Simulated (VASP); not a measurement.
Co: single point with PBEsol

Crystal: Co.

```
Co
1.0
     2.49008    0.00000    0.00000
    -1.24504    2.15647    0.00000
     0.00000    0.00000    3.86284
Co
2
Direct
  0.33333 0.66667 0.25000
  0.66667 0.33333 0.75000
```

This cell differs from its parent crystal: ratio of the length along z to the lengths across it x 0.96, volume and fractional coordinates fixed.

```
Program             : VASP 6.6.1
Task                : single point
Functional          : PBEsol
Potentials or basis : VASP PAW PBE potentials, release 64 (Co)
Cutoff              : 520 eV
k mesh              : 30 × 30 × 16
Occupations         : gaussian, width 0.15 eV
Spin                : collinear spin, ferromagnetic start
Starting moments    : [1.8, 1.8] μB
```

```yaml
Pressure: -0.6 GPa
Net_moment: 3.11 μB per cell
Site_moments: Co +1.56 μB
Valence_electrons_inside_the_program's_atomic_spheres: Co 8.37
```

Stress tensor (GPa, compression positive):
```
-4.91  0.00  0.00
 0.00 -4.91  0.00
 0.00  0.00  8.16
```

Levels at points of the mesh, in eV from the Fermi level:
Spin up:
| k point | band 6 | band 7 | band 8 | band 9 | band 10 | band 11 | band 12 | band 13 | band 14 | band 15 |
| --- | --- | --- | --- | --- | --- | --- | --- | --- | --- | --- |
| (0.00, 0.00, 0.00) | -2.23 | -2.23 | -2.03 | -2.03 | -0.66 | -0.66 | 0.37 | 7.41 | 21.77 | 24.41 |
| (0.50, 0.00, 0.00) | -2.38 | -2.04 | -0.68 | -0.47 | -0.35 | 1.36 | 3.40 | 10.34 | 11.02 | 13.44 |
| (0.00, 0.00, 0.50) | -2.75 | -2.75 | -2.75 | -1.00 | -1.00 | -1.00 | -1.00 | 16.63 | 16.63 | 22.59 |
| (0.50, 0.00, 0.50) | -1.81 | -1.00 | -1.00 | -0.55 | -0.55 | 1.62 | 1.62 | 7.59 | 7.59 | 18.46 |
Spin down:
| k point | band 3 | band 4 | band 5 | band 6 | band 7 | band 8 | band 9 | band 10 | band 11 | band 12 |
| --- | --- | --- | --- | --- | --- | --- | --- | --- | --- | --- |
| (0.00, 0.00, 0.00) | -1.06 | -1.06 | -0.80 | -0.60 | -0.60 | -0.38 | -0.38 | 0.39 | 1.11 | 1.11 |
| (0.50, 0.00, 0.00) | -3.42 | -2.09 | -1.40 | -0.97 | -0.49 | 1.13 | 1.35 | 1.47 | 2.64 | 4.43 |
| (0.00, 0.00, 0.50) | -1.46 | -1.46 | -1.19 | -1.19 | -1.19 | -1.19 | 0.76 | 0.76 | 0.76 | 0.76 |
| (0.50, 0.00, 0.50) | -2.43 | -2.43 | -0.18 | -0.18 | 0.24 | 0.24 | 1.27 | 1.27 | 2.33 | 2.33 |

It took 10 min on 1 thread of AMD EPYC 7R43 64-Core Processor (Zen 3), with other jobs on the host, peak memory 0.48 GiB.

Caveat: the PAW data sets were made with another functional, which shifts forces and pressure a little.
